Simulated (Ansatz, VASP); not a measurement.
Re in VASP and in Ansatz

```
Re
1.0
     2.73919    0.00000    0.00000
    -1.36959    2.37221    0.00000
     0.00000    0.00000    4.41187
Re
2
Direct
  0.33333 0.66667 0.25000
  0.66667 0.33333 0.75000
```

Alike in both runs: task single point; functional LDA; k mesh 13 × 13 × 7; occupations gaussian, width 1 eV; no spin polarisation.

|  | VASP | Ansatz |
| --- | --- | --- |
| version | VASP 6.6.1 | Ansatz 0.2.0 |
| potentials or method | VASP PAW LDA potentials, release 64 (Re), cutoff 600 eV | plane waves (420 eV) with PAW, scalar-relativistic |
| valence electrons in the cell | 14 | 30 |

```tsv
	VASP	Ansatz	Ansatz less VASP
pressure (GPa)	4.5	2.7	-1.78
traceless stress, the component that is largest in VASP (GPa)	-1.57	-1.49	+0.086
```

Ansatz warns that its potentials were made for another functional, while VASP's fit it. LDA's correlation is that of Perdew and Zunger in VASP and of Perdew and Wang (1992) in Ansatz. VASP's potentials hold 14 valence electrons a cell and Ansatz's 30, so a difference there can come from the potentials and not from the codes.

Neither program's run includes spin-orbit coupling.
